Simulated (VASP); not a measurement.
# SiC (base) (F-43m) in VASP: vibrations by perturbation theory with PBE

Aim: the vibrations by perturbation theory of SiC (base) with PBE.

Everything below comes from runs of VASP 6.6.1. Logs are shortened: lines on timing, memory, paths and dates and some standing lists are left out, and cuts for length are marked.

### 1 The cell of the first run

Symmetry: F-43m, No. 216, cubic system. Conventional cell: a = 4.380 Å, b = 4.380 Å, c = 4.380 Å, α = 90.00°, β = 90.00°, γ = 90.00°. Si (site symmetry -43m) has 4 C at 1.90 Å within 2.5 Å. Within 2.5 Å of C (site symmetry -43m) lie 4 Si at 1.90 Å.

### 2 Vibrations by perturbation theory, PBE

File INCAR:

```
ALGO = Normal
EDIFF = 1E-8
ENCUT = 600
GGA = PE
GGA_COMPAT = False
IBRION = 8
ISIF = 2
ISMEAR = 0
LASPH = True
LCHARG = False
LEPSILON = True
LREAL = False
LWAVE = False
NBANDS = 11
NELM = 120
NSW = 1
PREC = Accurate
SIGMA = 0.01
```

File KPOINTS:

```
k-points
0
Gamma
  12 12 12
```

File POSCAR:

```
SiC
1.0
    0.0000000000      2.1898721326      2.1898721326
    2.1898721326      0.0000000000      2.1898721326
    2.1898721326      2.1898721326      0.0000000000
Si C
1 1
Direct
    0.0000000000      0.0000000000      0.0000000000
    0.2500000000      0.2500000000      0.2500000000
```

Potentials or basis: VASP PAW PBE potentials, release 64 (Si, C).

Command:

```bash
$ cat potpaw_PBE.64/Si/POTCAR potpaw_PBE.64/C/POTCAR > POTCAR
$ mpirun -np 1 vasp_std > vasp.out
```

OUTCAR:

```text
EDIFF = 1E-8
   ENCUT = 600
   GGA = PE
   IBRION = 8
   ISIF = 2
   ISMEAR = 0
   LASPH = True
   LEPSILON = True
   LREAL = False
   NELM = 120
   NSW = 1
   PREC = Accurate

 ion  position               nearest neighbor table
   1  0.000  0.000  0.000-   2 1.90   2 1.90   2 1.90   2 1.90
   2  0.250  0.250  0.250-   1 1.90   1 1.90   1 1.90   1 1.90

  LATTYP: Found a face centered cubic cell.
 ALAT       =     4.3797442652

  Lattice vectors:

 A1 = (   0.0000000000,   2.1898721326,   2.1898721326)
 A2 = (   2.1898721326,   0.0000000000,   2.1898721326)
 A3 = (   2.1898721326,   2.1898721326,   0.0000000000)

Analysis of symmetry for initial positions (statically):
=====================================================================
 Subroutine PRICEL returns:
 Original cell was already a primitive cell.

 Routine SETGRP: Setting up the symmetry group for a
 face centered cubic supercell.

 Subroutine GETGRP returns: Found 24 space group operations
 (whereof 24 operations were pure point group operations)
 out of a pool of 48 trial point group operations.

The static configuration has the point symmetry T_d .

Analysis of symmetry for dynamics (positions and initial velocities):
=====================================================================
 Subroutine PRICEL returns:
 Original cell was already a primitive cell.

 Routine SETGRP: Setting up the symmetry group for a
 face centered cubic supercell.

 Subroutine GETGRP returns: Found 24 space group operations
 (whereof 24 operations were pure point group operations)
 out of a pool of 48 trial point group operations.

The dynamic configuration has the point symmetry T_d .

 Subroutine INISYM returns: Found 24 space group operations
 (whereof 24 operations are pure point group operations),
 and found     1 'primitive' translations

----------------------------------------------------------------------------------------

[... 567 lines left out ...]
     0.00000 -7.50793  0.00255

 MACROSCOPIC STATIC DIELECTRIC TENSOR (including local field effects in DFT)
 ------------------------------------------------------
           7.011982    -0.000000    -0.000000
          -0.000000     7.011982    -0.000000
           0.000000    -0.000000     7.011982
 ------------------------------------------------------

 PIEZOELECTRIC TENSOR (including local field effects)  for field in x, y, z        (e  Angst)
          XX          YY          ZZ          XY          YZ          ZX
  --------------------------------------------------------------------------------
  x     0.00000     0.00000     0.00000     0.00000    -1.28778     0.00000
  y     0.00000    -0.00000     0.00000     0.00000     0.00000    -1.28778
  z    -0.00000    -0.00000    -0.00000    -1.28778     0.00000     0.00000

 PIEZOELECTRIC TENSOR (including local field effects)  for field in x, y, z        (C/m^2)
          XX          YY          ZZ          XY          YZ          ZX
  --------------------------------------------------------------------------------
  x     0.00000     0.00000     0.00000     0.00000    -0.98235     0.00000
  y     0.00000    -0.00000     0.00000     0.00000     0.00000    -0.98235
  z    -0.00000    -0.00000    -0.00000    -0.98235     0.00000     0.00000

 BORN EFFECTIVE CHARGES (including local field effects) (in |e|, cummulative output)
 ---------------------------------------------------------------------------------
 ion    1
    1     2.68352     0.00000     0.00000
    2     0.00000     2.68352     0.00000
    3    -0.00000    -0.00000     2.68352
 ion    2
    1    -2.68352    -0.00000    -0.00000
    2    -0.00000    -2.68352    -0.00000
    3     0.00000     0.00000    -2.68352

 INTERNAL STRAIN TENSOR FOR ION    2 for displacements in x,y,z  (eV/Angst):
          X           Y           Z          XY          YZ          ZX
  --------------------------------------------------------------------------------
  x    -0.00000     0.00000     0.00000     0.00000    -7.50793     0.00000
  y     0.00000    -0.00000     0.00000     0.00000     0.00000    -7.50793
  z     0.00000     0.00000    -0.00000    -7.50793     0.00000     0.00000

 SECOND DERIVATIVES (NOT SYMMETRIZED)
 ------------------------------------
               1X          1Y          1Z          2X          2Y          2Z
  1X   -18.568277    0.000000    0.000000   18.568277    0.000000    0.000000
  1Y     0.000000  -18.568277    0.000000    0.000000   18.568277    0.000000
  1Z     0.000000    0.000000  -18.568277    0.000000    0.000000   18.568277
  2X    18.568524    0.000000    0.000000  -18.568524    0.000000    0.000000
  2Y     0.000000   18.568524    0.000000    0.000000  -18.568524    0.000000
  2Z     0.000000    0.000000   18.568524    0.000000    0.000000  -18.568524

 Eigenvectors and eigenvalues of the dynamical matrix
 ----------------------------------------------------

   1 f  =   23.225350 THz   145.929181 2PiTHz  774.714300 cm-1    96.052288 meV
             X         Y         Z           dx          dy          dz
      0.000000  0.000000  0.000000    -0.547315    0.000000    0.000000
      1.094936  1.094936  1.094936     0.836927    0.000000    0.000000
[... 21 lines left out ...]
   6 f/i=    0.000071 THz     0.000444 2PiTHz    0.002359 cm-1     0.000292 meV
             X         Y         Z           dx          dy          dz
      0.000000  0.000000  0.000000     0.000000    0.000000    0.836927
      1.094936  1.094936  1.094936     0.000000    0.000000    0.547315

--------------------------------------------------------------------------------------------------------

 MACROSCOPIC STATIC DIELECTRIC TENSOR IONIC CONTRIBUTION
 ------------------------------------------------------
           3.341292    -0.000000    -0.000000
          -0.000000     3.341292    -0.000000
          -0.000000    -0.000000     3.341292
 ------------------------------------------------------

 ELASTIC MODULI CONTR FROM IONIC RELAXATION (kBar)
 Direction    XX          YY          ZZ          XY          YZ          ZX
 --------------------------------------------------------------------------------
 XX          -0.0000      0.0000      0.0000      0.0000     -0.0000      0.0000
 YY           0.0000     -0.0000     -0.0000      0.0000      0.0000     -0.0000
 ZZ           0.0000     -0.0000     -0.0000     -0.0000      0.0000      0.0000
 XY           0.0000      0.0000     -0.0000   -210.8599      0.0000      0.0000
 YZ          -0.0000      0.0000      0.0000      0.0000   -210.8599      0.0000
 ZX           0.0000     -0.0000      0.0000      0.0000      0.0000   -210.8599
 --------------------------------------------------------------------------------

 PIEZOELECTRIC TENSOR IONIC CONTR  for field in x, y, z        (C/m^2)
          XX          YY          ZZ          XY          YZ          ZX
  --------------------------------------------------------------------------------
  x     0.00000    -0.00000    -0.00000    -0.00000     0.78982    -0.00000
  y    -0.00000     0.00000    -0.00000    -0.00000    -0.00000     0.78982
  z    -0.00000    -0.00000     0.00000     0.78982    -0.00000    -0.00000
```

stdout:

```text
POSCAR found type information on POSCAR SiC
 POSCAR found :  2 types and       2 ions
 scaLAPACK will be used
 LDA part: xc-table for (Slater+PW92), standard interpolation
 POSCAR, INCAR and KPOINTS ok, starting setup
 FFT: planning ... GRIDC
 FFT: planning ... GRID_SOFT
 FFT: planning ... GRID
 WAVECAR not read
 entering main loop
[... 23 lines left out ...]
  Direction:   3
 dielectric tensor                  component  3 :     0.933     1.497     7.012
 Linear response DOF=           2
 Linear response progress:
 first order change of Fermi-energy  -0.35672E+00
 force on displaced ion       1 direction 1 : -18.568  -0.000  -0.000
 Born effective charge ion    1 direction 1 :   2.683   0.000   0.000
 Linear response progress:
 first order change of Fermi-energy   0.36490E+00
 force on displaced ion       2 direction 1 : -18.569  -0.000  -0.000
 Born effective charge ion    2 direction 1 :  -2.685   0.000   0.000
 Born effective charges drift removed
 Linear response finished
```

Wall time 7.1 min (1 thread of Intel Xeon 6975P-C, shared host); peak memory 0.33 GiB.

What came out:

```yaml
Electronic_dielectric_tensor_diagonal: 7.01
Born_charges_mean_of_the_diagonal: Si +2.68; C -2.68 e
Highest_phonon_frequency_at_Γ_LO-TO_splitting_left_out: 775 cm⁻¹
```

Phonon frequencies in cm⁻¹ (negative: imaginary):
```
              q point        frequencies
(0.000, 0.000, 0.000)  0 0 0 775 775 775
```

Electronic dielectric tensor:
```
7.01 0.00 0.00
0.00 7.01 0.00
0.00 0.00 7.01
```

Born effective charge tensors (e):
atom 1, Si
```
2.68 0.00 0.00
0.00 2.68 0.00
0.00 0.00 2.68
```
atom 2, C
```
-2.68  0.00  0.00
 0.00 -2.68  0.00
 0.00  0.00 -2.68
```
